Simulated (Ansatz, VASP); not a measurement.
# SnSe2: VASP beside Ansatz

Contents of INCAR:

```
SYSTEM = SnSe2
ALGO = Normal ; DIPOL = 0.5 0.5 0.500
EDIFF = 1E-6 ; EDIFFG = -0.01
ENCUT = 520 ; GGA = PE
IBRION = 2 ; IDIPOL = 3
ISIF = 2 ; ISMEAR = 0
IVDW = 12 ; LASPH = .TRUE.
LCHARG = .FALSE. ; LDIPOL = .TRUE.
LREAL = .FALSE. ; LWAVE = .FALSE.
NELM = 80 ; NSW = 60
PREC = Accurate ; SIGMA = 0.02
```

File KPOINTS:

```
k-points
0
G
  12 12 1
  0 0 0
```

POSCAR

```
SnSe2
1.0
    3.6716919093      0.0000000000      0.0000000000
   -1.8358459547      3.1797784684      0.0000000000
    0.0000000000      0.0000000000     32.3760079985
Se Sn
2 1
Direct
    0.6666666667      0.3333333333      0.4505636622
    0.3333333333      0.6666666667      0.5494363378
    0.0000000000      0.0000000000      0.5000000000
```

Input for Ansatz:

```yaml
crystal:
  lattice:
    - [3.6716919093, 0.0, 0.0]
    - [-1.8358459547, 3.1797784684, 0.0]
    - [0.0, 0.0, 32.3760079985]
  atoms:
    - { symbol: Se, position: [0.6666666667, 0.3333333333, 0.4505636622] }
    - { symbol: Sn, position: [0.0, 0.0, 0.5] }
    - { symbol: Se, position: [0.3333333333, 0.6666666667, 0.5494363378] }
  periodic: [true, true, false]
basis:
  ecutwfc: 420
kpoints:
  mp_grid: { grid: [12, 12, 1] }
  band_path:
    path:
      - [0, 0, 0]
      - [0.5, 0, 0]
      - [0.3333333333333, 0.3333333333333, 0]
      - [0, 0, 0]
    npoints: 8
hamiltonian:
  xc: pbe
  dispersion: d3bj
scf:
  occupations: { method: gaussian, width: 0.02 }
output:
  forces: true
  stress: true
  eigenvalues: true
  write_density: true
  write_potential: true
  elf: true
  volumetric_format: npy
relax:
  adjacent_minimum: "off"
  f_tol: 0.01
  max_steps: 40
```

Change from the starting cell: biaxial strain -0.040, atoms relaxed.

Alike in both runs: task relaxation of the atoms; functional PBE; dispersion D3(BJ); k mesh 12 × 12 × 1; occupations gaussian, width 0.02 eV; no spin polarisation.

```csv
,VASP,Ansatz
version,VASP 6.6.1,Ansatz 0.2.0
potentials or method,"VASP PAW PBE potentials, release 64 (Se, Sn_d), cutoff 520 eV","scalar-relativistic, plane waves, PAW"
valence electrons in the cell,26,46
```

Ansatz gave:

* gap on the k mesh at the Fermi level, each at its own relaxed structure (eV): 0.55

Task: Which values does VASP return?

Result: gap on the k mesh at the Fermi level, each at its own relaxed structure (eV): 0.54.

VASP's potentials hold 26 valence electrons a cell and Ansatz's 46, so a difference there can come from the potentials and not from the codes. Ansatz's warnings: stress scf threshold loose.
